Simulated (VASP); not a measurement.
Input of a VASP 6.6.1 run:

Contents of INCAR:

```
PREC = Accurate
ENCUT = 520
EDIFF = 1E-7
ISMEAR = -1
SIGMA = 0.05
LREAL = F
LASPH = T
NELM = 150
ALGO = Normal
ISIF = 2
LWAVE = F
LCHARG = F
ISPIN = 2
MAGMOM = 0.672
LORBIT = 11
LMAXMIX = 4
GGA = PE
NBANDS = 15
```

Contents of KPOINTS:

```
regular mesh
0
Gamma
  5 5 5
```

File POSCAR:

```
Ni
1.0
    0.0000000000      1.7596893266      1.7596893266
    1.7596893266      0.0000000000      1.7596893266
    1.7596893266      1.7596893266      0.0000000000
Ni
1
Direct
    0.0000000000      0.0000000000      0.0000000000
```

Potentials or basis: VASP PAW PBE potentials, release 64 (Ni).

Launch:

```console
$ cat potpaw_PBE.64/Ni/POTCAR > POTCAR
$ mpirun -np 1 vasp_std > vasp.out
```

Q: Estimate the site moments.

A: Ni +0.94 μB.

Q: Estimate the net moment.

A: 0.94 μB per cell.

Q: Predict the pressure.

A: 3.8 GPa.

Caveat: the k points lie up to 0.62 Å⁻¹ apart.
